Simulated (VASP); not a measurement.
Runs of VASP 6.6.1 on MnO. The structure is that of space group Fm-3m (No. 225), or close to it. The cells are those of the table. 

| cell | gap on the mesh (eV) | pressure (GPa) |
| --- | --- | --- |
| a = 2.920 Å, angles 60.0°, 2 atoms | none | -4.0 |
| a = 2.900 Å, angles 60.0°, 2 atoms | none | (a) |
| a = 2.939 Å, angles 60.0°, 2 atoms | none | -8.3 |
| a = 3.035 Å, angles 60.0°, 2 atoms | none | (b) |
| a = 2.901 Å, angles 60.0°, 2 atoms | none | 0.7 |

Alike in all rows: task single point; level PBE; potentials or basis VASP PAW PBE potentials, release 64 (Mn_pv, O); no spin polarisation; k mesh 14 × 14 × 14; cutoff (eV) 600; smearing gaussian 0.05 eV.

Problem. Estimate the missing entries.

Solution. (a) 0.9; (b) -24.4.

Caveats: an odd number of electrons without spin polarisation forces a metal; a magnetic or distorted state may lie lower; the run has no spin polarisation, though such a crystal can be magnetic; semilocal functionals often make such compounds metallic where correlation or magnetic order opens a gap, which also shifts bond lengths; the cell stands under tension (at least some runs).

A gap of «none» marks levels without a gap at the run's occupations.
